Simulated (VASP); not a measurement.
# K (Fm-3m) in VASP: relaxation of cell and atoms with PBEsol

Aim: the relaxation of cell and atoms of K with PBEsol.

Program: VASP 6.6.1. These are calculated values, not measurements. Logs are shortened: lines on timing, memory, paths and dates and some standing lists are left out, and cuts for length are marked.

### 1 The cell of the first run

It takes space group Fm-3m (No. 225, cubic). Conventional cell: a = 6.551 Å, b = 6.551 Å, c = 6.551 Å, α = 90.00°, β = 90.00°, γ = 90.00°.

This isn't the form of K at room conditions, which is bcc.

### 2 Relaxation of cell and atoms, PBEsol

INCAR

```
SYSTEM = K
ALGO     = Normal         ! electronic algorithm
EDIFF    = 1E-6           ! SCF threshold, eV
EDIFFG   = -0.01          ! ionic threshold
ENCUT    = 600            ! plane-wave cutoff, eV
GGA      = PS             ! functional
IBRION   = 2              ! ionic algorithm
ISIF     = 3              ! what is computed and relaxed
ISMEAR   = 0              ! smearing method
LASPH    = .True.         ! aspherical terms in the spheres
LCHARG   = .False.        ! write CHGCAR
LREAL    = .False.        ! projectors in reciprocal space
LWAVE    = .False.        ! write WAVECAR
NELM     = 60             ! most SCF steps
NSW      = 80             ! ionic steps
PREC     = Accurate       ! precision mode
SIGMA    = 0.1            ! smearing width, eV
```

KPOINTS

```
k-points
0
Gamma
  12 12 12
  0 0 0
```

POSCAR

```
K
1.0
    0.0000000000      3.2757380283      3.2757380283
    3.2757380283      0.0000000000      3.2757380283
    3.2757380283      3.2757380283      0.0000000000
K
1
Direct
    0.0000000000      0.0000000000      0.0000000000
```

Potentials or basis: VASP PAW PBE potentials, release 64 (K_sv).

Run with:

```
> cat potpaw_PBE.64/K_sv/POTCAR > POTCAR
> mpirun -np 1 vasp_std > vasp.out
```

OUTCAR:

```text
SYSTEM = K
   EDIFF = 1E-6
   EDIFFG = -0.01
   ENCUT = 600
   GGA = PS
   IBRION = 2
   ISIF = 3
   ISMEAR = 0
   LASPH = .True.
   LREAL = .False.
   NELM = 60
   NSW = 80
   PREC = Accurate

 ion  position               nearest neighbor table
   1  0.000  0.000  0.000-

  LATTYP: Found a face centered cubic cell.
 ALAT       =     6.5514760566

  Lattice vectors:

 A1 = (   0.0000000000,   3.2757380283,   3.2757380283)
 A2 = (   3.2757380283,   0.0000000000,   3.2757380283)
 A3 = (   3.2757380283,   3.2757380283,   0.0000000000)

Analysis of symmetry for initial positions (statically):
=====================================================================
 Subroutine PRICEL returns:
 Original cell was already a primitive cell.

 Routine SETGRP: Setting up the symmetry group for a
 face centered cubic supercell.

 Subroutine GETGRP returns: Found 48 space group operations
 (whereof 48 operations were pure point group operations)
 out of a pool of 48 trial point group operations.

The static configuration has the point symmetry O_h .

Analysis of symmetry for dynamics (positions and initial velocities):
=====================================================================
 Subroutine PRICEL returns:
 Original cell was already a primitive cell.

 Routine SETGRP: Setting up the symmetry group for a
 face centered cubic supercell.

 Subroutine GETGRP returns: Found 48 space group operations
 (whereof 48 operations were pure point group operations)
 out of a pool of 48 trial point group operations.

The dynamic configuration has the point symmetry O_h .

 Subroutine INISYM returns: Found 48 space group operations
 (whereof 48 operations are pure point group operations),
 and found     1 'primitive' translations

----------------------------------------------------------------------------------------

                                     Primitive cell

  volume of cell :      70.3003

  direct lattice vectors                    reciprocal lattice vectors
     0.000000000  3.275738028  3.275738028    -0.152637359  0.152637359  0.152637359
     3.275738028  0.000000000  3.275738028     0.152637359 -0.152637359  0.152637359
     3.275738028  3.275738028  0.000000000     0.152637359  0.152637359 -0.152637359

  length of vectors
     4.632593146  4.632593146  4.632593146     0.264375660  0.264375660  0.264375660

  position of ions in fractional coordinates (direct lattice)
     0.000000000  0.000000000  0.000000000

  ion indices of the primitive-cell ions
   primitive index   ion index
                 1           1

----------------------------------------------------------------------------------------

 KPOINTS: k-points

Automatic generation of k-mesh.
 Grid dimensions read from file:
 generate k-points for:   12   12   12

 Generating k-lattice:

  Cartesian coordinates                     Fractional coordinates (reciprocal lattice)
    -0.012719780  0.012719780  0.012719780     0.083333333  0.000000000  0.000000000
     0.012719780 -0.012719780  0.012719780     0.000000000  0.083333333  0.000000000
     0.012719780  0.012719780 -0.012719780     0.000000000  0.000000000  0.083333333

  Length of vectors
     0.022031305  0.022031305  0.022031305

  Shift w.r.t. Gamma in fractional coordinates (k-lattice)
     0.000000000  0.000000000  0.000000000

 Subroutine IBZKPT returns following result:
 ===========================================

 Found     72 irreducible k-points:

 Following reciprocal coordinates:
            Coordinates               Weight
  0.000000  0.000000  0.000000      1.000000
  0.083333  0.000000  0.000000      8.000000
  0.166667  0.000000  0.000000      8.000000
  0.250000  0.000000  0.000000      8.000000
  0.333333  0.000000  0.000000      8.000000
  0.416667  0.000000  0.000000      8.000000
[... 16 lines left out ...]
  0.500000  0.166667  0.000000     24.000000
 -0.416667  0.166667  0.000000     24.000000
 [... further k-points ...]
   k-points           NKPTS =     72   k-points in BZ     NKDIM =     72   number of bands    NBANDS=      8
   number of dos      NEDOS =    301   number of ions     NIONS =      1
   total plane-waves  NPLWV =  64000
   dimension x,y,z NGX =    40 NGY =   40 NGZ =   40
   dimension x,y,z NGXF=    80 NGYF=   80 NGZF=   80
   ions per type =               1
   NGX,Y,Z   is equivalent  to a cutoff of  14.35, 14.35, 14.35 a.u.
   NGXF,Y,Z  is equivalent  to a cutoff of  28.71, 28.71, 28.71 a.u.
 SYSTEM =  K
   PREC   = accura    normal or accurate (medium, high low for compatibility)
   ISTART =      0    job   : 0-new  1-cont  2-samecut
   ICHARG =      2    charge: 1-file 2-atom 10-const
   ISPIN  =      1    spin polarized calculation?
   LNONCOLLINEAR =      F non collinear calculations
   LSORBIT =      F    spin-orbit coupling
   LASPH  =      T    aspherical Exc in radial PAW
   ENCUT  =  600.0 eV  44.10 Ry    6.64 a.u.   9.25  9.25  9.25*2*pi/ulx,y,z
   NELM   =     60;   NELMIN=  2; NELMDL= -5     # of ELM steps
   EDIFF  = 0.1E-05   stopping-criterion for ELM
   LREAL  =      F    real-space projection
   EDIFFG = -.1E-01   stopping-criterion for IOM
   NSW    =     80    number of steps for IOM
   IBRION =      2    ionic relax: 0-MD 1-quasi-New 2-CG
   NFREE  =      1    steps in history (QN), initial steepest desc. (CG)
   ISIF   =      3    stress and relaxation
   ISYM   =      2    0-nonsym 1-usesym 2-fastsym
   POTIM  = 0.5000    time-step for ionic-motion
   TEBEG  =    0.0;   TEEND  =   0.0 temperature during run
   PSTRESS=    0.0 pullay stress
   NELECT =       9.0000    total number of electrons
   NUPDOWN=      -1.0000    fix difference up-down
   EMIN   =  10.00;   EMAX   =-10.00  energy-range for DOS
   EFERMI =   0.00;   METHOD = LEGACY
   ISMEAR =     0;   SIGMA  =   0.10  broadening in eV -4-tet -1-fermi 0-gaus
   EFERMI_NEDOS =   21; number of points for ismear=-14 and -15
   IALGO  =     38    algorithm
   IMIX   =      4    mixing-type and parameters
     AMIX     =   0.40;   BMIX     =  1.00
     AMIX_MAG =   1.60;   BMIX_MAG =  1.00
  volume/ion in A,a.u.               =      70.30       474.41
  Fermi-wavevector in a.u.,A,eV,Ry     =   0.825094  1.559201  9.262565  0.680779
  Thomas-Fermi vector in A             =   1.936892
   LORBIT       =      0    0 simple, 1 ext, 2 COOP (PROOUT), +10 PAW based schemes
   GGA     = PS    functional components
   LHFCALC =     F    Hartree Fock is set to
   AEXX    =    0.0000 exact exchange contribution
   IVDW    =     0    specifies the selected vdW correction
   LEPSILON=     F    determine dielectric tensor
   LRPA    =     F    only Hartree local field effects (RPA)
 conjugate gradient relaxation of ions
 non-spin polarized calculation
 Gauss-broadening in eV      SIGMA  =   0.10
  energy-cutoff  :      600.00
  volume of cell :       70.30
 maximum number of plane-waves:      2397
 NGX is ok and might be reduce to    40
   NGX = 19   NGY = 19   NGZ = 19

--------------------------------------- Ionic step        1  -------------------------------------------

 number of electron       9.0000001 magnetization

 Free energy of the ion-electron system (eV)
  ---------------------------------------------------
  ext. energy  EPLUGINS =         0.00000000
  ---------------------------------------------------
  free energy    TOTEN  =        -1.13611483 eV

  energy without entropy =       -1.13238101  energy(sigma->0) =       -1.13424792

------------------------ aborting loop because EDIFF is reached ----------------------------------------

  FORCE on cell =-STRESS in cart. coord.  units (eV):
  Direction    XX          YY          ZZ          XY          YZ          ZX
  --------------------------------------------------------------------------------------
  -------------------------------------------------------------------------------------
  Total        0.0179960      0.0179960      0.0179960      0.0000000      0.0000000      0.0000000
  in kB        0.4101365      0.4101365      0.4101365      0.0000000      0.0000000      0.0000000
  external PRESSURE =       0.4101365 kB  Pullay stress =       0.0000000 kB
[... 55 lines left out ...]
  energy  without entropy=       -1.1324197039  energy(sigma->0) =       -1.13428834

--------------------------------------- Ionic step        3  -------------------------------------------

 number of electron       9.0000001 magnetization

 Free energy of the ion-electron system (eV)
  ---------------------------------------------------
  ext. energy  EPLUGINS =         0.00000000
  ---------------------------------------------------
  free energy    TOTEN  =        -1.13621437 eV

  energy without entropy =       -1.13246717  energy(sigma->0) =       -1.13434077

 E-fermi :  -0.1104     XC(G=0):  -5.7845

 val. band max:       -0.1671327423   @ k =   0.5000   0.2500   0.0833
 cond. band min:      -0.0913040574   @ k =  -0.4167   0.0833   0.0000
 fundamental gap:      0.0758286849
 Fermi energy:        -0.1103799093

 k-point     1 :       0.0000    0.0000    0.0000
  band No.  band energies     occupation
      1     -32.0577      2.00000
      2     -15.5663      2.00000
      3     -15.5663      2.00000
      4     -15.5663      2.00000
      5      -2.3010      2.00000
      6       4.1547      0.00000
      7       4.1547      0.00000
      8       4.1547      0.00000
[... 243 lines left out ...]
 k-point    24 :      -0.4167    0.1667    0.0000
  band No.  band energies     occupation
      1     -32.0528      2.00000
      2     -15.6359      2.00000
      3     -15.5906      2.00000
      4     -15.5797      2.00000
      5       0.3297      0.00000
      6       0.8279      0.00000
      7       3.1175      0.00000
      8       4.1090      0.00000

 [... further k-points ...]
[... 5 lines left out ...]
  --------------------------------------------------------------------------------------
  -------------------------------------------------------------------------------------
  Total        0.0012495      0.0012495      0.0012495      0.0000000     -0.0000000      0.0000000
  in kB        0.0281937      0.0281937      0.0281937      0.0000000     -0.0000000      0.0000000
  external PRESSURE =       0.0281937 kB  Pullay stress =       0.0000000 kB
[... 16 lines left out ...]
  FREE ENERGIE OF THE ION-ELECTRON SYSTEM (eV)
  ---------------------------------------------------
  free  energy   TOTEN  =        -1.1362143716 eV

  energy  without entropy=       -1.1324671725  energy(sigma->0) =       -1.13434077

 reached required accuracy - stopping structural energy minimisation
```

Wall time 2.2 min (1 thread of Intel Xeon 8259CL, shared host); peak memory 0.26 GiB.

Results:

```
Free energy                           : -1.1362 eV
Relaxed volume                        : 71.01 Å³/atom
Relaxed cell                          : a = 4.648 Å, b = 4.648 Å, c = 4.648 Å, α = 60.00°, β = 60.00°, γ = 60.00°
Space group after relaxing (to 0.1 Å) : Fm-3m (No. 225)
Energy gained by relaxing             : 0.1 meV/atom
Ionic steps                           : 3
Pressure after relaxing               : 0.0 GPa
Band gap on the k mesh                : zero (an odd number of electrons rules out a gap without spin polarisation)
```

Final structure:
```yaml
crystal:
  lattice:
    - [0.00000, 3.28668, 3.28668]
    - [3.28668, 0.00000, 3.28668]
    - [3.28668, 3.28668, 0.00000]
  atoms:
    - { symbol: K, position: [0.00000, 0.00000, 0.00000] }
```

Caveat: the PAW data sets were made with another functional, which shifts forces and pressure a little.
